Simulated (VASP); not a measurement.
# HgPd (P4/mmm) in VASP: vibrations by perturbation theory with LDA

Aim: the vibrations by perturbation theory of HgPd with LDA.

Program: VASP 6.6.1. These are calculated values, not measurements. Logs are shortened: lines on timing, memory, paths and dates and some standing lists are left out, and cuts for length are marked.

**1. The cell of the first run**

The structure is tetragonal, space group P4/mmm (No. 123). The conventional cell has a = 2.876 Å, b = 2.876 Å, c = 3.558 Å, α = 90.00°, β = 90.00°, γ = 90.00°. Within 3.6 Å of Hg (site symmetry 4/mmm) lie 8 Pd at 2.70 Å and 6 Hg at 2.88 to 3.56 Å. Pd (site symmetry 4/mmm) has 8 Hg at 2.70 Å and 6 Pd at 2.88 to 3.56 Å within 3.6 Å.

**2. Vibrations by perturbation theory, LDA**

INCAR

```
PREC = Accurate ; ENCUT = 520
EDIFF = 1E-8 ; ISMEAR = -1
SIGMA = 0.15 ; LREAL = F
LASPH = T ; NELM = 80
ALGO = Normal ; ISIF = 2
LWAVE = F ; LCHARG = F
NBANDS = 18 ; IBRION = 8
NSW = 1
```

KPOINTS

```
Automatic mesh
0
Gamma
  14 14 12
```

POSCAR

```
HgPd
1.0
    2.8760871462      0.0000000000      0.0000000000
    0.0000000000      2.8760871462      0.0000000000
    0.0000000000      0.0000000000      3.5583711065
Hg Pd
1 1
Direct
    0.0000000000      0.0000000000      0.0000000000
    0.5000000000      0.5000000000      0.5000000000
```

Potentials or basis: VASP PAW LDA potentials, release 64 (Hg, Pd).

The run is started by

```sh
$ cat potpaw_LDA.64/Hg/POTCAR potpaw_LDA.64/Pd/POTCAR > POTCAR
$ mpirun -np 1 vasp_std > vasp.out
```

OUTCAR:

```text
PREC = Accurate
   ENCUT = 520
   EDIFF = 1E-8
   ISMEAR = -1
   LREAL = F
   LASPH = T
   NELM = 80
   ISIF = 2
   IBRION = 8
   NSW = 1

 ion  position               nearest neighbor table
   1  0.000  0.000  0.000-   2 2.70   2 2.70   2 2.70   2 2.70   2 2.70   2 2.70   2 2.70   2 2.70

   2  0.500  0.500  0.500-   1 2.70   1 2.70   1 2.70   1 2.70   1 2.70   1 2.70   1 2.70   1 2.70

  LATTYP: Found a simple tetragonal cell.
 ALAT       =     2.8760871462
 C/A-ratio  =     1.2372264558

  Lattice vectors:

 A1 = (   2.8760871462,   0.0000000000,   0.0000000000)
 A2 = (   0.0000000000,   2.8760871462,   0.0000000000)
 A3 = (   0.0000000000,   0.0000000000,   3.5583711065)

Analysis of symmetry for initial positions (statically):
=====================================================================
 Subroutine PRICEL returns:
 Original cell was already a primitive cell.

 Routine SETGRP: Setting up the symmetry group for a
 simple tetragonal supercell.

 Subroutine GETGRP returns: Found 16 space group operations
 (whereof 16 operations were pure point group operations)
 out of a pool of 16 trial point group operations.

The static configuration has the point symmetry D_4h.

Analysis of symmetry for dynamics (positions and initial velocities):
=====================================================================
 Subroutine PRICEL returns:
 Original cell was already a primitive cell.

 Routine SETGRP: Setting up the symmetry group for a
 simple tetragonal supercell.

 Subroutine GETGRP returns: Found 16 space group operations
 (whereof 16 operations were pure point group operations)
 out of a pool of 16 trial point group operations.

The dynamic configuration has the point symmetry D_4h.

 Subroutine INISYM returns: Found 16 space group operations
 (whereof 16 operations are pure point group operations),
 and found     1 'primitive' translations

----------------------------------------------------------------------------------------

                                     Primitive cell

  volume of cell :      29.4344

  direct lattice vectors                    reciprocal lattice vectors
     2.876087146  0.000000000  0.000000000     0.347694610  0.000000000  0.000000000
     0.000000000  2.876087146  0.000000000     0.000000000  0.347694610  0.000000000
     0.000000000  0.000000000  3.558371107     0.000000000  0.000000000  0.281027462

  length of vectors
     2.876087146  2.876087146  3.558371107     0.347694610  0.347694610  0.281027462

  position of ions in fractional coordinates (direct lattice)
     0.000000000  0.000000000  0.000000000
     0.500000000  0.500000000  0.500000000

  ion indices of the primitive-cell ions
   primitive index   ion index
                 1           1
                 2           2

----------------------------------------------------------------------------------------

 KPOINTS: Automatic mesh

Automatic generation of k-mesh.
 Grid dimensions read from file:
 generate k-points for:   14   14   12

 Generating k-lattice:

  Cartesian coordinates                     Fractional coordinates (reciprocal lattice)
     0.024835329  0.000000000  0.000000000     0.071428571  0.000000000  0.000000000
     0.000000000  0.024835329  0.000000000     0.000000000  0.071428571  0.000000000
     0.000000000  0.000000000  0.023418955     0.000000000  0.000000000  0.083333333

  Length of vectors
     0.024835329  0.024835329  0.023418955

[... 69 lines left out ...]
   EFERMI_NEDOS =   21; number of points for ismear=-14 and -15
   IALGO  =     38    algorithm
   IMIX   =      4    mixing-type and parameters
     AMIX     =   0.40;   BMIX     =  1.00
     AMIX_MAG =   1.60;   BMIX_MAG =  1.00
  volume/ion in A,a.u.               =      14.72        99.32
  Fermi-wavevector in a.u.,A,eV,Ry     =   1.485698  2.807563 30.032131  2.207299
  Thomas-Fermi vector in A             =   2.599077
   LORBIT       =      0    0 simple, 1 ext, 2 COOP (PROOUT), +10 PAW based schemes
   GGA     = CA    functional components
   LHFCALC =     F    Hartree Fock is set to
   AEXX    =    0.0000 exact exchange contribution
   IVDW    =     0    specifies the selected vdW correction
   LEPSILON=     F    determine dielectric tensor
   LRPA    =     F    only Hartree local field effects (RPA)
 non-spin polarized calculation
  energy-cutoff  :      520.00
  volume of cell :       29.43
 maximum number of plane-waves:       824
 NGX is ok and might be reduce to    24
   NGX = 11   NGY = 11   NGZ = 13

--------------------------------------- Ionic step        1  -------------------------------------------

 number of electron      21.9999998 magnetization

 Free energy of the ion-electron system (eV)
  ---------------------------------------------------
  ext. energy  EPLUGINS =         0.00000000
  ---------------------------------------------------
  free energy    TOTEN  =        -7.68148627 eV

  energy without entropy =       -7.64546403  energy(sigma->0) =       -7.66347515

 E-fermi :   8.8297     XC(G=0): -13.6922

 val. band max:        8.8243141798   @ k =   0.5000   0.0000   0.2500
 cond. band min:       8.8701980188   @ k =   0.1429   0.1429   0.3333
 fundamental gap:      0.0458838390
 Fermi energy:         8.8297047922

 k-point     1 :       0.0000    0.0000    0.0000
  band No.  band energies     occupation
      1      -2.3767      2.00000
      2      -0.8855      2.00000
      3      -0.5703      2.00000
      4       1.2168      2.00000
      5       1.2168      2.00000
      6       1.9611      2.00000
[... 481 lines left out ...]
      5       0.8291      2.00000
      6       2.4707      2.00000
[... 10 lines left out ...]
     17      23.0082      0.00000
     18      23.9334      0.00000

 [... further k-points ...]
[... 5 lines left out ...]
  --------------------------------------------------------------------------------------
  -------------------------------------------------------------------------------------
  Total        5.1531051      5.1531051      5.1872847      0.0000000      0.0000000      0.0000000
  in kB      280.4944446    280.4944446    282.3549088      0.0000000      0.0000000      0.0000000
  external PRESSURE =     281.1145993 kB  Pullay stress =       0.0000000 kB

 VOLUME and BASIS-vectors are now :
 -----------------------------------------------------------------------------
  energy-cutoff  :      520.00
  volume of cell :       29.43
      direct lattice vectors                 reciprocal lattice vectors
     2.876087146  0.000000000  0.000000000     0.347694610  0.000000000  0.000000000
     0.000000000  2.876087146  0.000000000     0.000000000  0.347694610  0.000000000
     0.000000000  0.000000000  3.558371107     0.000000000  0.000000000  0.281027462

 POSITION                                       TOTAL-FORCE (eV/Angst)
 -----------------------------------------------------------------------------------
      0.00000      0.00000      0.00000         0.000000      0.000000      0.000000
      1.43804      1.43804      1.77919         0.000000      0.000000      0.000000
 -----------------------------------------------------------------------------------
    total drift:                                0.000000      0.000000     -0.000000

  FREE ENERGIE OF THE ION-ELECTRON SYSTEM (eV)
  ---------------------------------------------------
  free  energy   TOTEN  =        -7.6814862663 eV

  energy  without entropy=       -7.6454640254  energy(sigma->0) =       -7.66347515

[... ionic steps 2 to 3 ...]

--------------------------------------- Ionic step        4  -------------------------------------------

------------------------ aborting loop because EDIFF is reached ----------------------------------------
[... 11 lines left out ...]
[... ionic steps 8 to 8 ...]

--------------------------------------- Ionic step        9  -------------------------------------------

 Free energy of the ion-electron system (eV)
  ---------------------------------------------------
  ---------------------------------------------------
  free energy    TOTEN  =        -0.26254969 eV

  energy without entropy =       -0.26254969

------------------------ aborting loop because EDIFF is reached ----------------------------------------

 INTERNAL STRAIN TENSOR  FOR ION    2  DIRECTION 3   (eV/Angst):
 -----------------------------------------------------------------------------
     0.00698  0.00000  0.00000
     0.00000  0.00698 -0.00000
     0.00000 -0.00000 -0.00128

 INTERNAL STRAIN TENSOR FOR ION    2 for displacements in x,y,z  (eV/Angst):
          X           Y           Z          XY          YZ          ZX
  --------------------------------------------------------------------------------
  x     0.00000     0.00000     0.00000     0.00000     0.00000     0.00000
  y     0.00000     0.00000     0.00000     0.00000     0.00000     0.00000
  z     0.00000     0.00000     0.00000     0.00000     0.00000     0.00000

 SECOND DERIVATIVES (NOT SYMMETRIZED)
 ------------------------------------
               1X          1Y          1Z          2X          2Y          2Z
  1X    -8.168043    0.000000    0.000000    8.168043    0.000000    0.000000
  1Y     0.000000   -8.168043    0.000000    0.000000    8.168043    0.000000
  1Z     0.000000   -0.000000  -14.472324    0.000000    0.000000   14.472324
  2X     8.160384    0.000000    0.000000   -8.160384    0.000000    0.000000
  2Y     0.000000    8.160384    0.000000    0.000000   -8.160384    0.000000
  2Z    -0.000000    0.000000   14.462021    0.000000    0.000000  -14.462021

 Eigenvectors and eigenvalues of the dynamical matrix
 ----------------------------------------------------

   1 f  =    7.130645 THz    44.803166 2PiTHz  237.852725 cm-1    29.489966 meV
             X         Y         Z           dx          dy          dz
      0.000000  0.000000  0.000000     0.000000   -0.000000   -0.588893
      1.438044  1.438044  1.779186    -0.000000    0.000000    0.808211
[... 21 lines left out ...]
   6 f/i=    0.001208 THz     0.007593 2PiTHz    0.040311 cm-1     0.004998 meV
             X         Y         Z           dx          dy          dz
      0.000000  0.000000  0.000000     0.000000    0.000000    0.808211
      1.438044  1.438044  1.779186     0.000000    0.000000    0.588893

--------------------------------------------------------------------------------------------------------

 ELASTIC MODULI CONTR FROM IONIC RELAXATION (kBar)
 Direction    XX          YY          ZZ          XY          YZ          ZX
 --------------------------------------------------------------------------------
 XX           0.0000      0.0000      0.0000      0.0000      0.0000      0.0000
 YY           0.0000      0.0000      0.0000      0.0000      0.0000      0.0000
 ZZ           0.0000      0.0000      0.0000      0.0000      0.0000      0.0000
 XY           0.0000      0.0000      0.0000      0.0000      0.0000      0.0000
 YZ           0.0000      0.0000      0.0000      0.0000      0.0000      0.0000
 ZX           0.0000      0.0000      0.0000      0.0000      0.0000      0.0000
 --------------------------------------------------------------------------------
```

Run time: 5.9 min. Hardware: 1 thread of Intel Xeon 6975P-C (Granite Rapids), shared host; peak memory 0.81 GiB.

Results:

| Item | Value |
| --- | --- |
| Highest phonon frequency at Γ | 238 cm⁻¹ |

Phonon frequencies in cm⁻¹ (negative: imaginary):
```
              q point        frequencies
(0.000, 0.000, 0.000)  0 0 0 179 179 238
```

Caveat: the cell stands under pressure or tension, which shifts response properties; spin-orbit coupling is left out, which moves the levels of the heavy elements.
